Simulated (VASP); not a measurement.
As, 2 atoms in the cell. It takes space group R-3m (No. 166, trigonal). Conventional cell: a = 3.807 Å, b = 3.807 Å, c = 10.824 Å, α = 90.00°, β = 90.00°, γ = 120.00°. As (site symmetry 3m) has 6 As at 2.55 to 3.19 Å within 3.4 Å. 

| Quantity | Value |
| --- | --- |
| Program | VASP 6.6.1 |
| Task | single point |
| Functional | PBE |
| Potentials or basis | VASP PAW PBE potentials, release 64 (As) |
| Cutoff | 520 eV |
| k mesh | 10 × 10 × 10 |
| Occupations | methfessel-paxton, width 0.3 eV |
| Spin | no spin polarisation |
| Dipole correction | no |
| Further INCAR settings | ALGO = Normal; EDIFF = 1e-07; NBANDS = 12 |

Potentials or basis: VASP PAW PBE potentials, release 64 (As).

Launch:

```bash
$ cat potpaw_PBE.64/As/POTCAR > POTCAR
$ mpirun -np 1 vasp_std > vasp.out
```

Hardware: 1 thread of Intel(R) Xeon(R) Platinum 8488C (Sapphire Rapids), with other jobs on the host.

Estimate the wall time of this run.

It took 31 s on 1 thread of Intel(R) Xeon(R) Platinum 8488C (Sapphire Rapids), with other jobs on the host, peak memory 0.2 GiB. Counts: scf iterations 11, k points 116.
